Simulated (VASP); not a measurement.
Here is a VASP 6.6.1 calculation.

INCAR

```
SYSTEM = BaTiO3
PREC     = Accurate       ! precision mode
ENCUT    = 600            ! plane-wave cutoff, eV
EDIFF    = 1E-7           ! SCF threshold, eV
ISMEAR   = 0              ! smearing method
SIGMA    = 0.02           ! smearing width, eV
LREAL    = .FALSE.        ! projectors in reciprocal space
LASPH    = .TRUE.         ! aspherical terms in the spheres
NELM     = 60             ! most SCF steps
ALGO     = Normal         ! electronic algorithm
ISIF     = 3              ! what is computed and relaxed
LWAVE    = .FALSE.        ! write WAVECAR
LCHARG   = .FALSE.        ! write CHGCAR
GGA      = PE             ! functional
IBRION   = 2              ! ionic algorithm
NSW      = 100            ! ionic steps
EDIFFG   = -0.005         ! ionic threshold
```

KPOINTS

```
Automatic mesh
0
G
  8 8 8
  0 0 0
```

POSCAR

```
BaTiO3
1.0
    4.0073000000      0.0000000000      0.0000000000
    0.0000000000      4.0073000000      0.0000000000
    0.0000000000      0.0000000000      4.0073000000
Ba Ti O
1 1 3
Direct
    0.5000000000      0.5000000000      0.5000000000
    0.0000000000      0.0000000000      0.0000000000
    0.5000000000      0.0000000000      0.0000000000
    0.0000000000      0.5000000000      0.0000000000
    0.0000000000      0.0000000000      0.5000000000
```

Potentials or basis: VASP PAW PBE potentials, release 64 (Ba_sv, Ti_sv, O).

Command:

```bash
$ cat potpaw_PBE.64/Ba_sv/POTCAR potpaw_PBE.64/Ti_sv/POTCAR potpaw_PBE.64/O/POTCAR > POTCAR
$ mpirun -np 1 vasp_std > vasp.out
```

Q: What does it give for the relaxed cell?

A: a = 4.032 Å, b = 4.032 Å, c = 4.032 Å, α = 90.00°, β = 90.00°, γ = 90.00°.

Q: Estimate the band gap on the k mesh.

A: 1.70 eV, indirect (least direct gap 1.87 eV).

Final structure:
```
Ba Ti O
1.0
     4.03195    0.00000    0.00000
     0.00000    4.03195    0.00000
     0.00000    0.00000    4.03195
Ba Ti O
1 1 3
Direct
  0.50000 0.50000 0.50000
  0.00000 0.00000 0.00000
  0.50000 0.00000 0.00000
  0.00000 0.50000 0.00000
  0.00000 0.00000 0.50000
```

Caveat: spin-orbit coupling is left out, which moves the levels of the heavy elements. Zero-point motion and thermal expansion aren't in these numbers.
